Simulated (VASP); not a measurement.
# ZnS (F-43m) in VASP: notebook

Runs on ZnS. Level: LDA. Tasks: vibrations by perturbation theory.

Program: VASP 6.6.1. These are calculated values, not measurements. Logs are shortened: lines on timing, memory, paths and dates and some standing lists are left out, and cuts for length are marked.

## Step 1: The cell of the first run

Symmetry: F-43m, No. 216, cubic system. Conventional cell: a = 5.223 Å, b = 5.223 Å, c = 5.223 Å, α = 90.00°, β = 90.00°, γ = 90.00°. Zn (site symmetry -43m) has 4 S at 2.26 Å within 3.0 Å. Within 3.0 Å of S (site symmetry -43m) lie 4 Zn at 2.26 Å.

## Step 2: Vibrations by perturbation theory, LDA

File INCAR:

```
PREC     = Accurate       # precision mode
ENCUT    = 520            # plane-wave cutoff, eV
EDIFF    = 1E-8           # SCF threshold, eV
ISMEAR   = 0              # smearing method
SIGMA    = 0.01           # smearing width, eV
LREAL    = F              # projectors in reciprocal space
LASPH    = T              # aspherical terms in the spheres
NELM     = 60             # most SCF steps
ALGO     = Normal         # electronic algorithm
ISIF     = 2              # what is computed and relaxed
LWAVE    = F              # write WAVECAR
LCHARG   = F              # write CHGCAR
GGA      = CA             # functional
NBANDS   = 16             # bands
IBRION   = 8              # ionic algorithm
NSW      = 1              # ionic steps
LEPSILON = T              # dielectric tensor by DFPT
```

File KPOINTS:

```
Automatic mesh
0
Gamma
  10 10 10
```

File POSCAR:

```
ZnS
1.0
    0.0000000000      2.6114510809      2.6114510809
    2.6114510809      0.0000000000      2.6114510809
    2.6114510809      2.6114510809      0.0000000000
Zn S
1 1
Direct
    0.0000000000      0.0000000000      0.0000000000
    0.7500000000      0.7500000000      0.7500000000
```

Potentials or basis: VASP PAW LDA potentials, release 64 (Zn, S).

Run with:

```
$ cat potpaw_LDA.64/Zn/POTCAR potpaw_LDA.64/S/POTCAR > POTCAR
$ mpirun -np 1 vasp_std > vasp.out
```

OUTCAR:

```text
PREC = Accurate
   ENCUT = 520
   EDIFF = 1E-8
   ISMEAR = 0
   LREAL = F
   LASPH = T
   NELM = 60
   ISIF = 2
   GGA = CA
   IBRION = 8
   NSW = 1
   LEPSILON = T

 ion  position               nearest neighbor table
   1  0.000  0.000  0.000-   2 2.26   2 2.26   2 2.26   2 2.26
   2  0.750  0.750  0.750-   1 2.26   1 2.26   1 2.26   1 2.26

  LATTYP: Found a face centered cubic cell.
 ALAT       =     5.2229021618

  Lattice vectors:

 A1 = (   0.0000000000,   2.6114510809,   2.6114510809)
 A2 = (   2.6114510809,   0.0000000000,   2.6114510809)
 A3 = (   2.6114510809,   2.6114510809,   0.0000000000)

Analysis of symmetry for initial positions (statically):
=====================================================================
 Subroutine PRICEL returns:
 Original cell was already a primitive cell.

 Routine SETGRP: Setting up the symmetry group for a
 face centered cubic supercell.

 Subroutine GETGRP returns: Found 24 space group operations
 (whereof 24 operations were pure point group operations)
 out of a pool of 48 trial point group operations.

The static configuration has the point symmetry T_d .

Analysis of symmetry for dynamics (positions and initial velocities):
=====================================================================
 Subroutine PRICEL returns:
 Original cell was already a primitive cell.

 Routine SETGRP: Setting up the symmetry group for a
 face centered cubic supercell.

 Subroutine GETGRP returns: Found 24 space group operations
 (whereof 24 operations were pure point group operations)
 out of a pool of 48 trial point group operations.

The dynamic configuration has the point symmetry T_d .

 Subroutine INISYM returns: Found 24 space group operations
 (whereof 24 operations are pure point group operations),
 and found     1 'primitive' translations

----------------------------------------------------------------------------------------

                                     Primitive cell

  volume of cell :      35.6185

  direct lattice vectors                    reciprocal lattice vectors
     0.000000000  2.611451081  2.611451081    -0.191464433  0.191464433  0.191464433
     2.611451081  0.000000000  2.611451081     0.191464433 -0.191464433  0.191464433
     2.611451081  2.611451081  0.000000000     0.191464433  0.191464433 -0.191464433

  length of vectors
     3.693149536  3.693149536  3.693149536     0.331626125  0.331626125  0.331626125

  position of ions in fractional coordinates (direct lattice)
     0.000000000  0.000000000  0.000000000
     0.750000000  0.750000000  0.750000000

  ion indices of the primitive-cell ions
   primitive index   ion index
                 1           1
                 2           2

----------------------------------------------------------------------------------------

 KPOINTS: Automatic mesh

Automatic generation of k-mesh.
 Grid dimensions read from file:
 generate k-points for:   10   10   10

 Generating k-lattice:

  Cartesian coordinates                     Fractional coordinates (reciprocal lattice)
    -0.019146443  0.019146443  0.019146443     0.100000000  0.000000000  0.000000000
     0.019146443 -0.019146443  0.019146443     0.000000000  0.100000000  0.000000000
     0.019146443  0.019146443 -0.019146443     0.000000000  0.000000000  0.100000000

  Length of vectors
     0.033162613  0.033162613  0.033162613

  Shift w.r.t. Gamma in fractional coordinates (k-lattice)
     0.000000000  0.000000000  0.000000000

 Subroutine IBZKPT returns following result:
 ===========================================

 Found     47 irreducible k-points:

 Following reciprocal coordinates:
[... 569 lines left out ...]
 -----------------------------------------------------------------------------------
      0.00000      0.00000      0.00000        -0.000000     -0.000000     -0.000000
      3.91718      3.91718      3.91718         0.000000      0.000000      0.000000
 -----------------------------------------------------------------------------------
    total drift:                               -0.000000     -0.000000     -0.000001

  FREE ENERGIE OF THE ION-ELECTRON SYSTEM (eV)
  ---------------------------------------------------
  free  energy   TOTEN  =        -8.1864460826 eV

  energy  without entropy=       -8.1864460826  energy(sigma->0) =       -8.18644608

 HEAD OF MICROSCOPIC STATIC DIELECTRIC TENSOR (INDEPENDENT PARTICLE, excluding Hartree and local field effects)
 ------------------------------------------------------
           6.639884     0.000000    -0.000000
           0.000000     6.639884     0.000000
          -0.000000     0.000000     6.639884
 ------------------------------------------------------

 Free energy of the ion-electron system (eV)
  ---------------------------------------------------
  ---------------------------------------------------
  free energy    TOTEN  =        -0.53164621 eV

  energy without entropy =       -0.53164621

------------------------ aborting loop because EDIFF is reached ----------------------------------------

--------------------------------------- Ionic step        2  -------------------------------------------

------------------------ aborting loop because EDIFF is reached ----------------------------------------

--------------------------------------- Ionic step        3  -------------------------------------------

------------------------ aborting loop because EDIFF is reached ----------------------------------------

 PIEZOELECTRIC TENSOR FIELD DIRECTION 3  (e Angst)
 -----------------------------------------------------------------------------
    -0.00091  1.42019  0.00000           ( -0.00000 -0.01619  0.00000)
     1.42019 -0.00091  0.00000           ( -0.01619 -0.00000  0.00000)
     0.00000  0.00000  0.00032           (  0.00000  0.00000 -0.00000)

 PIEZOELECTRIC TENSOR FIELD DIRECTION 3  (C/m^2)
 -----------------------------------------------------------------------------
    -0.00041  0.63883  0.00000
     0.63883 -0.00041  0.00000
     0.00000  0.00000  0.00015

--------------------------------------- Ionic step        4  -------------------------------------------

------------------------ aborting loop because EDIFF is reached ----------------------------------------

[... ionic steps 5 to 6 ...]

--------------------------------------- Ionic step        7  -------------------------------------------

 Free energy of the ion-electron system (eV)
  ---------------------------------------------------
  ---------------------------------------------------
  free energy    TOTEN  =        -0.10370137 eV

  energy without entropy =       -0.10370137

------------------------ aborting loop because EDIFF is reached ----------------------------------------

 INTERNAL STRAIN TENSOR  FOR ION    2  DIRECTION 1   (eV/Angst):
 -----------------------------------------------------------------------------
    -0.01644  0.00000  0.00000
     0.00000  0.01727  8.43062
     0.00000  8.43062  0.01727

 MACROSCOPIC STATIC DIELECTRIC TENSOR (including local field effects in DFT)
 ------------------------------------------------------
           6.138925    -0.000000     0.000000
          -0.000000     6.138925    -0.000000
          -0.000000     0.000000     6.138925
 ------------------------------------------------------

 PIEZOELECTRIC TENSOR (including local field effects)  for field in x, y, z        (e  Angst)
          XX          YY          ZZ          XY          YZ          ZX
  --------------------------------------------------------------------------------
  x    -0.00000    -0.00000     0.00000     0.00000     1.43244    -0.00000
  y    -0.00000    -0.00000     0.00000     0.00000     0.00000     1.43244
  z     0.00000    -0.00000    -0.00000     1.43244     0.00000     0.00000

 PIEZOELECTRIC TENSOR (including local field effects)  for field in x, y, z        (C/m^2)
          XX          YY          ZZ          XY          YZ          ZX
  --------------------------------------------------------------------------------
  x    -0.00000    -0.00000     0.00000     0.00000     0.64434    -0.00000
  y    -0.00000    -0.00000     0.00000     0.00000     0.00000     0.64434
  z     0.00000    -0.00000    -0.00000     0.64434     0.00000     0.00000

 BORN EFFECTIVE CHARGES (including local field effects) (in |e|, cummulative output)
 ---------------------------------------------------------------------------------
 ion    1
    1     1.85377     0.00000     0.00000
    2     0.00000     1.85377     0.00000
    3     0.00000    -0.00000     1.85377
 ion    2
    1    -1.85377     0.00000     0.00000
    2     0.00000    -1.85377     0.00000
    3     0.00000     0.00000    -1.85377

 INTERNAL STRAIN TENSOR FOR ION    2 for displacements in x,y,z  (eV/Angst):
          X           Y           Z          XY          YZ          ZX
  --------------------------------------------------------------------------------
  x    -0.00000     0.00000    -0.00000     0.00000     8.43062     0.00000
  y     0.00000    -0.00000    -0.00000     0.00000     0.00000     8.43062
  z    -0.00000    -0.00000    -0.00000     8.43062     0.00000     0.00000

 SECOND DERIVATIVES (NOT SYMMETRIZED)
 ------------------------------------
               1X          1Y          1Z          2X          2Y          2Z
  1X    -7.730849    0.000000    0.000000    7.730849    0.000000    0.000000
  1Y     0.000000   -7.730849    0.000000    0.000000    7.730849    0.000000
  1Z     0.000000    0.000000   -7.730849    0.000000    0.000000    7.730849
  2X     7.801798    0.000000    0.000000   -7.801798    0.000000    0.000000
  2Y     0.000000    7.801798    0.000000    0.000000   -7.801798    0.000000
  2Z     0.000000    0.000000    7.801798    0.000000    0.000000   -7.801798

 Eigenvectors and eigenvalues of the dynamical matrix
 ----------------------------------------------------

   1 f  =    9.399929 THz    59.061497 2PiTHz  313.547885 cm-1    38.874966 meV
             X         Y         Z           dx          dy          dz
      0.000000  0.000000  0.000000    -0.571855    0.000000    0.000000
      3.917177  3.917177  3.917177     0.820355    0.000000    0.000000
[... 21 lines left out ...]
   6 f/i=    0.020143 THz     0.126559 2PiTHz    0.671884 cm-1     0.083303 meV
             X         Y         Z           dx          dy          dz
      0.000000  0.000000  0.000000     0.000000    0.178482    0.800703
      3.917177  3.917177  3.917177     0.000000    0.124417    0.558157

--------------------------------------------------------------------------------------------------------

 MACROSCOPIC STATIC DIELECTRIC TENSOR IONIC CONTRIBUTION
 ------------------------------------------------------
           2.247930     0.000000     0.000000
           0.000000     2.247930    -0.000000
           0.000000    -0.000000     2.247930
 ------------------------------------------------------

 ELASTIC MODULI CONTR FROM IONIC RELAXATION (kBar)
 Direction    XX          YY          ZZ          XY          YZ          ZX
 --------------------------------------------------------------------------------
 XX          -0.0000      0.0000     -0.0000      0.0000      0.0000     -0.0000
 YY           0.0000     -0.0000      0.0000      0.0000     -0.0000      0.0000
 ZZ          -0.0000      0.0000     -0.0000      0.0000      0.0000      0.0000
 XY           0.0000      0.0000      0.0000   -410.8453      0.0000      0.0000
 YZ           0.0000     -0.0000      0.0000      0.0000   -410.8453      0.0000
 ZX          -0.0000      0.0000      0.0000      0.0000      0.0000   -410.8453
 --------------------------------------------------------------------------------

 PIEZOELECTRIC TENSOR IONIC CONTR  for field in x, y, z        (C/m^2)
          XX          YY          ZZ          XY          YZ          ZX
  --------------------------------------------------------------------------------
  x     0.00000    -0.00000     0.00000     0.00000    -0.90428     0.00000
  y    -0.00000     0.00000     0.00000     0.00000     0.00000    -0.90428
  z     0.00000     0.00000     0.00000    -0.90428     0.00000     0.00000
```

Wall time 4.8 min (1 thread of Intel Xeon 6975P-C (Granite Rapids), shared host); peak memory 0.35 GiB.

What came out:

```
Electronic dielectric tensor (diagonal)                 : 6.14
Born charges (mean of the diagonal)                     : Zn +1.85; S -1.85 e
Highest phonon frequency at Γ, LO-TO splitting left out : 314 cm⁻¹
```

Phonon frequencies in cm⁻¹ (negative: imaginary):
```tsv
q point	frequencies
(0.000, 0.000, 0.000)	-1 -1 -1 314 314 314
```

Electronic dielectric tensor:
```
6.14 0.00 0.00
0.00 6.14 0.00
0.00 0.00 6.14
```

Born effective charge tensors (e):
atom 1, Zn
```
1.85 0.00 0.00
0.00 1.85 0.00
0.00 0.00 1.85
```
atom 2, S
```
-1.85  0.00  0.00
 0.00 -1.85  0.00
 0.00  0.00 -1.85
```

Caveat: the cell wasn't relaxed at this level first, which shifts response properties.

[end of part 1 of 2]
